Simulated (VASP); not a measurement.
# Si2Ni (Fm-3m) in VASP: single point with PBE

Aim: the single point of Si2Ni with PBE.

Everything below comes from runs of VASP 6.6.1. Logs are shortened: lines on timing, memory, paths and dates and some standing lists are left out, and cuts for length are marked.

## (1) The cell of the first run

It takes space group Fm-3m (No. 225, cubic). Conventional cell: a = 5.406 Å, b = 5.406 Å, c = 5.406 Å, α = 90.00°, β = 90.00°, γ = 90.00°. Within 3.1 Å of Ni (site symmetry m-3m) lie 8 Si at 2.34 Å. Within 3.1 Å of Si (site symmetry -43m) lie 4 Ni at 2.34 Å and 6 Si at 2.70 Å.

## (2) Single point, PBE, collinear spin, ferromagnetic start

The input, INCAR:

```
ALGO     = Normal         # electronic algorithm
EDIFF    = 1E-6           # SCF threshold, eV
ENCUT    = 690            # plane-wave cutoff, eV
GGA      = PE             # functional
GGA_COMPAT= False        
ISIF     = 2              # what is computed and relaxed
ISMEAR   = -1             # smearing method
ISPIN    = 2              # spin polarisation
LASPH    = True           # aspherical terms in the spheres
LCHARG   = False          # write CHGCAR
LMAXMIX  = 4              # l up to which the mixer works
LORBIT   = 11             # projections on sites
LREAL    = False          # projectors in reciprocal space
LWAVE    = False          # write WAVECAR
MAGMOM   = 1.5 0 0        # initial moments
NBANDS   = 24             # bands
NELM     = 200            # most SCF steps
NUPDOWN  = 1.5            # fixed moment
PREC     = Accurate       # precision mode
SIGMA    = 0.05           # smearing width, eV
```

The input, KPOINTS:

```
k-points
0
Gamma
  7 7 7
```

The input, POSCAR:

```
Si2Ni
1.0
    0.0000000000      2.7030000000      2.7030000000
    2.7030000000      0.0000000000      2.7030000000
    2.7030000000      2.7030000000      0.0000000000
Ni Si
1 2
Direct
    0.0000000000      0.0000000000      0.0000000000
    0.7500000000      0.7500000000      0.7500000000
    0.2500000000      0.2500000000      0.2500000000
```

Potentials or basis: VASP PAW PBE potentials, release 64 (Ni_sv_GW, Si).

Run with:

```
cat potpaw_PBE.64/Ni_sv_GW/POTCAR potpaw_PBE.64/Si/POTCAR > POTCAR
mpirun -np 1 vasp_std > vasp.out
```

OUTCAR:

```text
EDIFF = 1E-6
   ENCUT = 690
   GGA = PE
   ISIF = 2
   ISMEAR = -1
   ISPIN = 2
   LASPH = True
   LORBIT = 11
   LREAL = False
   NELM = 200
   NUPDOWN = 1.5
   PREC = Accurate

 ion  position               nearest neighbor table
   1  0.000  0.000  0.000-   2 2.34   2 2.34   3 2.34   3 2.34   2 2.34   2 2.34   3 2.34   3 2.34

   2  0.750  0.750  0.750-   1 2.34   1 2.34   1 2.34   1 2.34   3 2.70   3 2.70   3 2.70   3 2.70
                             3 2.70   3 2.70
   3  0.250  0.250  0.250-   1 2.34   1 2.34   1 2.34   1 2.34   2 2.70   2 2.70   2 2.70   2 2.70
                             2 2.70   2 2.70

  LATTYP: Found a face centered cubic cell.
 ALAT       =     5.4060000000

  Lattice vectors:

 A1 = (   0.0000000000,   2.7030000000,   2.7030000000)
 A2 = (   2.7030000000,   0.0000000000,   2.7030000000)
 A3 = (   2.7030000000,   2.7030000000,   0.0000000000)

Analysis of symmetry for initial positions (statically):
=====================================================================
 Subroutine PRICEL returns:
 Original cell was already a primitive cell.

 Routine SETGRP: Setting up the symmetry group for a
 face centered cubic supercell.

 Subroutine GETGRP returns: Found 48 space group operations
 (whereof 48 operations were pure point group operations)
 out of a pool of 48 trial point group operations.

The static configuration has the point symmetry O_h .

Analysis of symmetry for dynamics (positions and initial velocities):
=====================================================================
 Subroutine PRICEL returns:
 Original cell was already a primitive cell.

 Routine SETGRP: Setting up the symmetry group for a
 face centered cubic supercell.

 Subroutine GETGRP returns: Found 48 space group operations
 (whereof 48 operations were pure point group operations)
 out of a pool of 48 trial point group operations.

The dynamic configuration has the point symmetry O_h .

Analysis of structural, dynamic, and magnetic symmetry:
=====================================================================
 Subroutine PRICEL returns:
 Original cell was already a primitive cell.

 Routine SETGRP: Setting up the symmetry group for a
 face centered cubic supercell.

 Subroutine GETGRP returns: Found 48 space group operations
 (whereof 48 operations were pure point group operations)
 out of a pool of 48 trial point group operations.

The overall configuration has the point symmetry O_h .

 Subroutine INISYM returns: Found 48 space group operations
 (whereof 48 operations are pure point group operations),
 and found     1 'primitive' translations

----------------------------------------------------------------------------------------

                                     Primitive cell

  volume of cell :      39.4974

  direct lattice vectors                    reciprocal lattice vectors
     0.000000000  2.703000000  2.703000000    -0.184979652  0.184979652  0.184979652
     2.703000000  0.000000000  2.703000000     0.184979652 -0.184979652  0.184979652
     2.703000000  2.703000000  0.000000000     0.184979652  0.184979652 -0.184979652

  length of vectors
     3.822619259  3.822619259  3.822619259     0.320394156  0.320394156  0.320394156

  position of ions in fractional coordinates (direct lattice)
     0.000000000  0.000000000  0.000000000
     0.750000000  0.750000000  0.750000000
     0.250000000  0.250000000  0.250000000

  ion indices of the primitive-cell ions
   primitive index   ion index
                 1           1
                 2           2
                 3           3

----------------------------------------------------------------------------------------

 KPOINTS: k-points

Automatic generation of k-mesh.
 Grid dimensions read from file:
 generate k-points for:    7    7    7

 Generating k-lattice:

  Cartesian coordinates                     Fractional coordinates (reciprocal lattice)
    -0.026425665  0.026425665  0.026425665     0.142857143  0.000000000  0.000000000
     0.026425665 -0.026425665  0.026425665     0.000000000  0.142857143  0.000000000
     0.026425665  0.026425665 -0.026425665     0.000000000  0.000000000  0.142857143

  Length of vectors
     0.045770594  0.045770594  0.045770594

  Shift w.r.t. Gamma in fractional coordinates (k-lattice)
     0.000000000  0.000000000  0.000000000

 Subroutine IBZKPT returns following result:
 ===========================================

 Found     20 irreducible k-points:

 Following reciprocal coordinates:
            Coordinates               Weight
  0.000000  0.000000  0.000000      1.000000
  0.142857  0.000000  0.000000      8.000000
  0.285714  0.000000  0.000000      8.000000
  0.428571  0.000000  0.000000      8.000000
  0.142857  0.142857  0.000000      6.000000
  0.285714  0.142857  0.000000     24.000000
[... 12 lines left out ...]
 -0.428571  0.428571  0.142857     24.000000
 -0.285714  0.428571  0.142857     24.000000
   k-points           NKPTS =     20   k-points in BZ     NKDIM =     20   number of bands    NBANDS=     24
   number of dos      NEDOS =    301   number of ions     NIONS =      3
   total plane-waves  NPLWV =  46656
   dimension x,y,z NGX =    36 NGY =   36 NGZ =   36
   dimension x,y,z NGXF=    72 NGYF=   72 NGZF=   72
   ions per type =               1   2
   NGX,Y,Z   is equivalent  to a cutoff of  15.66, 15.66, 15.66 a.u.
   NGXF,Y,Z  is equivalent  to a cutoff of  31.31, 31.31, 31.31 a.u.
 SYSTEM =  unknown system
   PREC   = accura    normal or accurate (medium, high low for compatibility)
   ISTART =      0    job   : 0-new  1-cont  2-samecut
   ICHARG =      2    charge: 1-file 2-atom 10-const
   ISPIN  =      2    spin polarized calculation?
   LNONCOLLINEAR =      F non collinear calculations
   LSORBIT =      F    spin-orbit coupling
   LASPH  =      T    aspherical Exc in radial PAW
   ENCUT  =  690.0 eV  50.71 Ry    7.12 a.u.   8.19  8.19  8.19*2*pi/ulx,y,z
   NELM   =    200;   NELMIN=  2; NELMDL= -5     # of ELM steps
   EDIFF  = 0.1E-05   stopping-criterion for ELM
   LREAL  =      F    real-space projection
   EDIFFG = 0.1E-04   stopping-criterion for IOM
   NSW    =      0    number of steps for IOM
   IBRION =     -1    ionic relax: 0-MD 1-quasi-New 2-CG
   NFREE  =      0    steps in history (QN), initial steepest desc. (CG)
   ISIF   =      2    stress and relaxation
   ISYM   =      2    0-nonsym 1-usesym 2-fastsym
   POTIM  = 0.5000    time-step for ionic-motion
   TEBEG  =    0.0;   TEEND  =   0.0 temperature during run
   PSTRESS=    0.0 pullay stress
   NELECT =      26.0000    total number of electrons
   NUPDOWN=       1.5000    fix difference up-down
   EMIN   =  10.00;   EMAX   =-10.00  energy-range for DOS
   EFERMI =   0.00;   METHOD = LEGACY
   ISMEAR =    -1;   SIGMA  =   0.05  broadening in eV -4-tet -1-fermi 0-gaus
   EFERMI_NEDOS =   21; number of points for ismear=-14 and -15
   IALGO  =     38    algorithm
   IMIX   =      4    mixing-type and parameters
     AMIX     =   0.40;   BMIX     =  1.00
     AMIX_MAG =   1.60;   BMIX_MAG =  1.00
  volume/ion in A,a.u.               =      13.17        88.85
  Fermi-wavevector in a.u.,A,eV,Ry     =   1.424109  2.691176 27.593792  2.028086
  Thomas-Fermi vector in A             =   2.544635
   LORBIT       =     11    0 simple, 1 ext, 2 COOP (PROOUT), +10 PAW based schemes
   GGA     = PE    functional components
   LHFCALC =     F    Hartree Fock is set to
   AEXX    =    0.0000 exact exchange contribution
   IVDW    =     0    specifies the selected vdW correction
   LEPSILON=     F    determine dielectric tensor
   LRPA    =     F    only Hartree local field effects (RPA)
 spin polarized calculation
  energy-cutoff  :      690.00
  volume of cell :       39.50
 maximum number of plane-waves:      1641
 NGX is ok and might be reduce to    36
   NGX = 17   NGY = 17   NGZ = 17

 number of electron      25.9999993 magnetization       1.5000000

 Free energy of the ion-electron system (eV)
  ---------------------------------------------------
  ext. energy  EPLUGINS =         0.00000000
  ---------------------------------------------------
  free energy    TOTEN  =       -17.22425619 eV

  energy without entropy =      -17.21063622  energy(sigma->0) =      -17.21744620

 E-fermi :   8.4030     XC(G=0): -11.7637

 val. band max:       11.0390260395   @ k =   0.2857   0.0000   0.0000
 cond. band min:       8.5043246077   @ k =   0.4286   0.1429   0.0000
 fundamental gap:     -2.5347014318
 Fermi energy:        11.0581268908

 spin component 1

 k-point     1 :       0.0000    0.0000    0.0000
  band No.  band energies     occupation
      1     -95.0402      1.00000
      2     -55.4306      1.00000
      3     -55.4306      1.00000
      4     -55.4306      1.00000
      5      -4.0649      1.00000
      6       4.4816      1.00000
[... 16 lines left out ...]
     23      18.8992      0.00000
     24      22.6554      0.00000
[... 489 lines left out ...]
      1     -95.0401      1.00000
      2     -55.4315      1.00000
      3     -55.4313      1.00000
      4     -55.4309      1.00000
      5       0.6271      1.00000
      6       0.7020      1.00000
[... 16 lines left out ...]
     23      23.1901      0.00000
     24      26.3055      0.00000
 Fermi energy:         8.4030255069

 spin component 2

 k-point     1 :       0.0000    0.0000    0.0000
  band No.  band energies     occupation
      1     -94.3263      1.00000
      2     -54.7385      1.00000
      3     -54.7385      1.00000
      4     -54.7385      1.00000
      5      -3.6320      1.00000
      6       5.0350      1.00000
[... 16 lines left out ...]
     23      19.3557      0.00000
     24      23.0579      0.00000
[... 490 lines left out ...]
      2     -54.7394      1.00000
      3     -54.7392      1.00000
      4     -54.7388      1.00000
      5       1.0816      1.00000
      6       1.1666      1.00000
[... 16 lines left out ...]
     23      23.6890      0.00000
     24      26.7819      0.00000

------------------------ aborting loop because EDIFF is reached ----------------------------------------

  FORCE on cell =-STRESS in cart. coord.  units (eV):
  Direction    XX          YY          ZZ          XY          YZ          ZX
  --------------------------------------------------------------------------------------
  -------------------------------------------------------------------------------------
  Total        2.5478417      2.5478417      2.5478417      0.0000000     -0.0000000      0.0000000
  in kB      103.3510494    103.3510494    103.3510494      0.0000000     -0.0000000      0.0000000
  external PRESSURE =     103.3510494 kB  Pullay stress =       0.0000000 kB

 VOLUME and BASIS-vectors are now :
 -----------------------------------------------------------------------------
  energy-cutoff  :      690.00
  volume of cell :       39.50
      direct lattice vectors                 reciprocal lattice vectors
     0.000000000  2.703000000  2.703000000    -0.184979652  0.184979652  0.184979652
     2.703000000  0.000000000  2.703000000     0.184979652 -0.184979652  0.184979652
     2.703000000  2.703000000  0.000000000     0.184979652  0.184979652 -0.184979652

 POSITION                                       TOTAL-FORCE (eV/Angst)
 -----------------------------------------------------------------------------------
      0.00000      0.00000      0.00000         0.000000      0.000000      0.000000
      4.05450      4.05450      4.05450        -0.000000     -0.000000     -0.000000
      1.35150      1.35150      1.35150         0.000000      0.000000      0.000000
 -----------------------------------------------------------------------------------
    total drift:                               -0.000000      0.000000      0.000000

  FREE ENERGIE OF THE ION-ELECTRON SYSTEM (eV)
  ---------------------------------------------------
  free  energy   TOTEN  =       -17.2242561900 eV

  energy  without entropy=      -17.2106362169  energy(sigma->0) =      -17.21744620

 total charge

# of ion       s       p       d       f       tot
--------------------------------------------------
    1        2.270   6.450   7.858   0.004  16.581
    2        0.772   0.833   0.000   0.000   1.605
    3        0.772   0.833   0.000   0.000   1.605
--------------------------------------------------
tot          3.813   8.115   7.858   0.004  19.790

 magnetization (x)

# of ion       s       p       d       f       tot
--------------------------------------------------
    1        0.005   0.075   0.544   0.001   0.625
    2        0.086   0.106   0.000   0.000   0.192
    3        0.086   0.106   0.000   0.000   0.192
--------------------------------------------------
tot          0.177   0.287   0.544   0.001   1.009
```

Run time: 76 s. Hardware: 1 thread of AMD EPYC 9R45 (Zen 5), shared host; peak memory 0.24 GiB.

What came out:

```yaml
Free_energy: -17.2243 eV
Pressure: 10.3 GPa
Net_moment: 1.50 μB per cell
Site_moments: Ni +0.62; Si +0.19 μB
Valence_electrons_inside_the_program's_atomic_spheres: Ni 16.58; Si 1.60
```

Caveat: the cell stands under pressure; the total moment is fixed, so each spin has its own Fermi level and the state may be an excited one.
